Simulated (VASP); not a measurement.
# Ge (Fd-3m) in VASP: single point with PBE

Aim: the single point of Ge with PBE.

All numbers are computed with VASP 6.6.1; they aren't measurements. Logs are shortened: lines on timing, memory, paths and dates and some standing lists are left out, and cuts for length are marked.

### Step 1. The cell of the first run

Symmetry: Fd-3m, No. 227, cubic system. Conventional cell: a = 5.674 Å, b = 5.674 Å, c = 5.674 Å, α = 90.00°, β = 90.00°, γ = 90.00°. Ge (site symmetry -43m) has 4 Ge at 2.46 Å within 3.2 Å.

### Step 2. Single point, PBE

The input, INCAR:

```
SYSTEM = Ge
  PREC = Accurate
  ENCUT = 520
  EDIFF = 1E-6
  ISMEAR = -1
  SIGMA = 0.02
  LREAL = .FALSE.
  LASPH = .TRUE.
  NELM = 60
  ALGO = Normal
  ISIF = 2
  LWAVE = .FALSE.
  LCHARG = .TRUE.
  GGA = PE
  LELF = .TRUE.
  LVHAR = .TRUE.
  NBANDS = 21
```

The input, KPOINTS:

```
Automatic mesh
0
G
  6 6 6
  0 0 0
```

The input, POSCAR:

```
Ge
1.0
    0.0000000000      2.8368735121      2.8368735121
    2.8368735121      0.0000000000      2.8368735121
    2.8368735121      2.8368735121      0.0000000000
Ge
2
Direct
    0.0000000000      0.0000000000      0.0000000000
    0.2500000000      0.2500000000      0.2500000000
```

Potentials or basis: VASP PAW PBE potentials, release 64 (Ge_d).

Launch:

```sh
cat potpaw_PBE.64/Ge_d/POTCAR > POTCAR
mpirun -np 1 vasp_std > vasp.out
```

OUTCAR:

```text
SYSTEM = Ge
   PREC = Accurate
   ENCUT = 520
   EDIFF = 1E-6
   ISMEAR = -1
   LREAL = .FALSE.
   LASPH = .TRUE.
   NELM = 60
   ISIF = 2
   GGA = PE

 ion  position               nearest neighbor table
   1  0.000  0.000  0.000-   2 2.46   2 2.46   2 2.46   2 2.46
   2  0.250  0.250  0.250-   1 2.46   1 2.46   1 2.46   1 2.46

  LATTYP: Found a face centered cubic cell.
 ALAT       =     5.6737470242

  Lattice vectors:

 A1 = (   0.0000000000,   2.8368735121,   2.8368735121)
 A2 = (   2.8368735121,   0.0000000000,   2.8368735121)
 A3 = (   2.8368735121,   2.8368735121,   0.0000000000)

Analysis of symmetry for initial positions (statically):
=====================================================================
 Subroutine PRICEL returns:
 Original cell was already a primitive cell.

 Routine SETGRP: Setting up the symmetry group for a
 face centered cubic supercell.

 Subroutine GETGRP returns: Found 48 space group operations
 (whereof 24 operations were pure point group operations)
 out of a pool of 48 trial point group operations.

The static configuration has the point symmetry T_d .
 The point group associated with its full space group is O_h .

Analysis of symmetry for dynamics (positions and initial velocities):
=====================================================================
 Subroutine PRICEL returns:
 Original cell was already a primitive cell.

 Routine SETGRP: Setting up the symmetry group for a
 face centered cubic supercell.

 Subroutine GETGRP returns: Found 48 space group operations
 (whereof 24 operations were pure point group operations)
 out of a pool of 48 trial point group operations.

The dynamic configuration has the point symmetry T_d .
 The point group associated with its full space group is O_h .

 Subroutine INISYM returns: Found 48 space group operations
 (whereof 24 operations are pure point group operations),
 and found     1 'primitive' translations

----------------------------------------------------------------------------------------

                                     Primitive cell

  volume of cell :      45.6615

  direct lattice vectors                    reciprocal lattice vectors
     0.000000000  2.836873512  2.836873512    -0.176250368  0.176250368  0.176250368
     2.836873512  0.000000000  2.836873512     0.176250368 -0.176250368  0.176250368
     2.836873512  2.836873512  0.000000000     0.176250368  0.176250368 -0.176250368

  length of vectors
     4.011944996  4.011944996  4.011944996     0.305274592  0.305274592  0.305274592

  position of ions in fractional coordinates (direct lattice)
     0.000000000  0.000000000  0.000000000
     0.250000000  0.250000000  0.250000000

  ion indices of the primitive-cell ions
   primitive index   ion index
                 1           1
                 2           2

----------------------------------------------------------------------------------------

 KPOINTS: Automatic mesh

Automatic generation of k-mesh.
 Grid dimensions read from file:
 generate k-points for:    6    6    6

 Generating k-lattice:

  Cartesian coordinates                     Fractional coordinates (reciprocal lattice)
    -0.029375061  0.029375061  0.029375061     0.166666667  0.000000000  0.000000000
     0.029375061 -0.029375061  0.029375061     0.000000000  0.166666667  0.000000000
     0.029375061  0.029375061 -0.029375061     0.000000000  0.000000000  0.166666667

  Length of vectors
     0.050879099  0.050879099  0.050879099

  Shift w.r.t. Gamma in fractional coordinates (k-lattice)
     0.000000000  0.000000000  0.000000000

 Subroutine IBZKPT returns following result:
 ===========================================

 Found     16 irreducible k-points:

 Following reciprocal coordinates:
            Coordinates               Weight
  0.000000  0.000000  0.000000      1.000000
  0.166667  0.000000  0.000000      8.000000
  0.333333  0.000000  0.000000      8.000000
  0.500000  0.000000  0.000000      4.000000
  0.166667  0.166667  0.000000      6.000000
  0.333333  0.166667  0.000000     24.000000
[... 8 lines left out ...]
 -0.333333  0.333333  0.166667     24.000000
 -0.333333  0.500000  0.166667     12.000000
   k-points           NKPTS =     16   k-points in BZ     NKDIM =     16   number of bands    NBANDS=     21
   number of dos      NEDOS =    301   number of ions     NIONS =      2
   total plane-waves  NPLWV =  27000
   dimension x,y,z NGX =    30 NGY =   30 NGZ =   30
   dimension x,y,z NGXF=    60 NGYF=   60 NGZF=   60
   ions per type =               2
   NGX,Y,Z   is equivalent  to a cutoff of  12.43, 12.43, 12.43 a.u.
   NGXF,Y,Z  is equivalent  to a cutoff of  24.86, 24.86, 24.86 a.u.
 SYSTEM =  Ge
   PREC   = accura    normal or accurate (medium, high low for compatibility)
   ISTART =      0    job   : 0-new  1-cont  2-samecut
   ICHARG =      2    charge: 1-file 2-atom 10-const
   ISPIN  =      1    spin polarized calculation?
   LNONCOLLINEAR =      F non collinear calculations
   LSORBIT =      F    spin-orbit coupling
   LASPH  =      T    aspherical Exc in radial PAW
   ENCUT  =  520.0 eV  38.22 Ry    6.18 a.u.   7.46  7.46  7.46*2*pi/ulx,y,z
   NELM   =     60;   NELMIN=  2; NELMDL= -5     # of ELM steps
   EDIFF  = 0.1E-05   stopping-criterion for ELM
   LREAL  =      F    real-space projection
   EDIFFG = 0.1E-04   stopping-criterion for IOM
   NSW    =      0    number of steps for IOM
   IBRION =     -1    ionic relax: 0-MD 1-quasi-New 2-CG
   NFREE  =      0    steps in history (QN), initial steepest desc. (CG)
   ISIF   =      2    stress and relaxation
   ISYM   =      2    0-nonsym 1-usesym 2-fastsym
   POTIM  = 0.5000    time-step for ionic-motion
   TEBEG  =    0.0;   TEEND  =   0.0 temperature during run
   PSTRESS=    0.0 pullay stress
   NELECT =      28.0000    total number of electrons
   NUPDOWN=      -1.0000    fix difference up-down
   EMIN   =  10.00;   EMAX   =-10.00  energy-range for DOS
   EFERMI =   0.00;   METHOD = LEGACY
   ISMEAR =    -1;   SIGMA  =   0.02  broadening in eV -4-tet -1-fermi 0-gaus
   EFERMI_NEDOS =   21; number of points for ismear=-14 and -15
   IALGO  =     38    algorithm
   IMIX   =      4    mixing-type and parameters
     AMIX     =   0.40;   BMIX     =  1.00
     AMIX_MAG =   1.60;   BMIX_MAG =  1.00
  volume/ion in A,a.u.               =      22.83       154.07
  Fermi-wavevector in a.u.,A,eV,Ry     =   1.390841  2.628309 26.319643  1.934439
  Thomas-Fermi vector in A             =   2.514738
   LORBIT       =      0    0 simple, 1 ext, 2 COOP (PROOUT), +10 PAW based schemes
   GGA     = PE    functional components
   LHFCALC =     F    Hartree Fock is set to
   AEXX    =    0.0000 exact exchange contribution
   IVDW    =     0    specifies the selected vdW correction
   LEPSILON=     F    determine dielectric tensor
   LRPA    =     F    only Hartree local field effects (RPA)
 non-spin polarized calculation
  energy-cutoff  :      520.00
  volume of cell :       45.66
 maximum number of plane-waves:      1247
 NGX is ok and might be reduce to    30
   NGX = 15   NGY = 15   NGZ = 15

 number of electron      28.0000015 magnetization

 Free energy of the ion-electron system (eV)
  ---------------------------------------------------
  ext. energy  EPLUGINS =         0.00000000
  ---------------------------------------------------
  free energy    TOTEN  =        -8.97299129 eV

  energy without entropy =       -8.97260013  energy(sigma->0) =       -8.97279571

 E-fermi :   4.9360     XC(G=0):  -9.8771

 val. band max:        4.9205810376   @ k =   0.0000   0.0000   0.0000
 cond. band min:       5.0787005708   @ k =   0.5000   0.0000   0.0000
 fundamental gap:      0.1581195332
 Fermi energy:         4.9360412993

 k-point     1 :       0.0000    0.0000    0.0000
  band No.  band energies     occupation
      1     -19.8783      2.00000
      2     -19.8783      2.00000
      3     -19.8783      2.00000
      4     -19.8429      2.00000
      5     -19.8429      2.00000
      6     -19.6368      2.00000
[... 13 lines left out ...]
     20      14.3753      0.00000
     21      14.3753      0.00000

 k-point     2 :       0.1667    0.0000    0.0000
  band No.  band energies     occupation
      1     -19.8899      2.00000
      2     -19.8899      2.00000
      3     -19.8740      2.00000
      4     -19.8259      2.00000
      5     -19.8259      2.00000
      6     -19.6535      2.00000
[... 13 lines left out ...]
     20      13.2576      0.00000
     21      13.2576      0.00000

 k-point     3 :       0.3333    0.0000    0.0000
  band No.  band energies     occupation
      1     -19.8999      2.00000
      2     -19.8999      2.00000
      3     -19.8654      2.00000
      4     -19.8072      2.00000
      5     -19.8072      2.00000
      6     -19.6675      2.00000
[... 13 lines left out ...]
     20      13.8720      0.00000
     21      13.8720      0.00000

 k-point     4 :       0.5000    0.0000    0.0000
  band No.  band energies     occupation
      1     -19.9022      2.00000
      2     -19.9022      2.00000
      3     -19.8610      2.00000
      4     -19.8019      2.00000
      5     -19.8019      2.00000
      6     -19.6707      2.00000
[... 13 lines left out ...]
     20      15.9085      0.00000
     21      16.0973      0.00000

 k-point     5 :       0.1667    0.1667    0.0000
  band No.  band energies     occupation
      1     -19.8876      2.00000
      2     -19.8876      2.00000
      3     -19.8870      2.00000
      4     -19.8276      2.00000
      5     -19.8063      2.00000
      6     -19.6865      2.00000
[... 13 lines left out ...]
     20      13.2965      0.00000
     21      14.8454      0.00000
[... 190 lines left out ...]
     20      16.4479      0.00000
     21      17.7145      0.00000

 k-point    14 :       0.5000    0.3333    0.1667
  band No.  band energies     occupation
      1     -19.9168      2.00000
      2     -19.9138      2.00000
      3     -19.8400      2.00000
      4     -19.7873      2.00000
      5     -19.7538      2.00000
      6     -19.7379      2.00000
[... 13 lines left out ...]
     20      14.8236      0.00000
     21      17.2643      0.00000

 k-point    15 :      -0.3333    0.3333    0.1667
  band No.  band energies     occupation
      1     -19.9266      2.00000
      2     -19.9165      2.00000
      3     -19.8184      2.00000
      4     -19.7696      2.00000
      5     -19.7476      2.00000
      6     -19.7396      2.00000
[... 13 lines left out ...]
     20      16.6648      0.00000
     21      16.7777      0.00000

 k-point    16 :      -0.3333    0.5000    0.1667
  band No.  band energies     occupation
      1     -19.9221      2.00000
      2     -19.9221      2.00000
      3     -19.7986      2.00000
      4     -19.7986      2.00000
      5     -19.7343      2.00000
      6     -19.7343      2.00000
[... 13 lines left out ...]
     20      15.8992      0.00000
     21      17.8065      0.00000

------------------------ aborting loop because EDIFF is reached ----------------------------------------

  FORCE on cell =-STRESS in cart. coord.  units (eV):
  Direction    XX          YY          ZZ          XY          YZ          ZX
  --------------------------------------------------------------------------------------
  -------------------------------------------------------------------------------------
  Total        0.8583575      0.8583575      0.8583575     -0.0000000     -0.0000000      0.0000000
  in kB       30.1181904     30.1181904     30.1181904     -0.0000000     -0.0000000      0.0000000
  external PRESSURE =      30.1181904 kB  Pullay stress =       0.0000000 kB

 VOLUME and BASIS-vectors are now :
 -----------------------------------------------------------------------------
  energy-cutoff  :      520.00
  volume of cell :       45.66
      direct lattice vectors                 reciprocal lattice vectors
     0.000000000  2.836873512  2.836873512    -0.176250368  0.176250368  0.176250368
     2.836873512  0.000000000  2.836873512     0.176250368 -0.176250368  0.176250368
     2.836873512  2.836873512  0.000000000     0.176250368  0.176250368 -0.176250368

 POSITION                                       TOTAL-FORCE (eV/Angst)
 -----------------------------------------------------------------------------------
      0.00000      0.00000      0.00000        -0.000000     -0.000000     -0.000000
      1.41844      1.41844      1.41844         0.000000      0.000000      0.000000
 -----------------------------------------------------------------------------------
    total drift:                                0.000000     -0.000000      0.000000

  FREE ENERGIE OF THE ION-ELECTRON SYSTEM (eV)
  ---------------------------------------------------
  free  energy   TOTEN  =        -8.9729912859 eV

  energy  without entropy=       -8.9726001347  energy(sigma->0) =       -8.97279571
```

Run time: 37 s. Hardware: 1 thread of AMD EPYC 7R13, shared host; peak memory 0.13 GiB.

Results:

```
Free energy            : -8.9730 eV
Pressure               : 3.0 GPa
Band gap on the k mesh : zero (filled and empty bands touch)
```
